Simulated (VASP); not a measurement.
Here is a VASP 6.6.1 calculation.

The input INCAR:

```
PREC = Accurate
ENCUT = 520
EDIFF = 1E-6
ISMEAR = 0
SIGMA = 0.1
LREAL = F
LASPH = T
NELM = 60
ALGO = Normal
ISIF = 2
LWAVE = F
LCHARG = F
GGA = PE
NBANDS = 66
```

KPOINTS

```
Automatic mesh
0
Gamma
  4 2 2
```

The input POSCAR:

```
Cd5HgS6
1.0
    0.0003032132     -4.0942005887     -0.0009805069
   -7.1303438677      0.0006140740      0.0013380800
    0.4983051037     -0.0014010917     -9.5916530425
Cd Hg S
5 1 6
Direct
    0.5964485140     -0.0001791846      0.5003640868
    0.7074658300      0.7147098248      0.8364858244
    0.2068657151      0.2161119866      0.8315396320
    0.2076301357      0.7839061135      0.1685021146
    0.7107790825      0.2842151910      0.1635116268
    0.2006458353      0.5001924694      0.4998090800
    0.4885864307      1.0001392959      0.9999610580
    0.0040665642      0.5002903782     -0.0001598425
    0.7136139138      0.7410840913      0.3264220142
    0.2260323984      0.2370690611      0.3313758781
    0.2246479842      0.7630571546      0.6685275876
    0.7132176161      0.2594036180      0.6736609401
```

Potentials or basis: VASP PAW PBE potentials, release 64 (Cd, Hg, S).

Command:

```bash
$ cat potpaw_PBE.64/Cd/POTCAR potpaw_PBE.64/Hg/POTCAR potpaw_PBE.64/S/POTCAR > POTCAR
$ mpirun -np 1 vasp_std > vasp.out
```

(1) Predict the pressure.

(2) Predict the band gap on the k mesh.

(3) Estimate the largest force.

Answers

(1) 0.4 GPa.

(2) 0.73 eV (least direct gap 0.97 eV).

(3) 0.059 eV/Å.

Caveat: the k points lie up to 0.44 Å⁻¹ apart; spin-orbit coupling is left out, which moves the levels of the heavy elements.
